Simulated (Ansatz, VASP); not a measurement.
## HC12: VASP beside Ansatz

```
C H
1.0
     4.93116    0.00000    0.00000
     0.00000    4.00987    0.00000
     0.00000    0.00000   21.60142
C H
12 1
Direct
  0.25000 0.37770 0.18517
  0.75000 0.37770 0.18517
  0.00000 0.47208 0.21304
  0.50000 0.47208 0.21304
  0.00000 0.66096 0.26881
  0.50000 0.66096 0.26881
  0.25000 0.75037 0.29625
  0.75000 0.75037 0.29625
  0.25000 0.94129 0.35527
  0.75000 0.94129 0.35527
  0.00000 0.02343 0.37967
  0.50000 0.02343 0.37967
  0.00000 0.85676 0.49540
```

Alike in both runs: task single point; functional PBE; dispersion D3(BJ); k mesh 6 × 7 × 1; occupations gaussian, width 0.05 eV; collinear spin.

```csv
,VASP,Ansatz
version,VASP 6.6.1,Ansatz 0.2.0
potentials or method,"VASP PAW PBE potentials, release 64 (C, H), cutoff 520 eV","scalar-relativistic, plane waves, PAW"
valence electrons in the cell,49,49
```

|  | VASP | Ansatz | Ansatz less VASP |
| --- | --- | --- | --- |
| gap on the k mesh at the Fermi level (eV) | 0.06 | 0.62 | +0.558 |
| least direct gap on the mesh (eV) | 0.06 | 0.64 | +0.578 |
| rms of the force components (eV/Å) | 1.056 | 1.071 | +0.0150 |
| net moment per atom (μB) | 0.23 | 0.08 | -0.154 |
| size of the moment on the site where the two differ most (μB) | 0.35 | 0.73 | +0.380 |

The net moments are unlike, so the other rows may belong to different states. Site moments also hang on the region over which each program counts them. Atom by atom the forces differ by 0.063 eV/Å (rms over components).
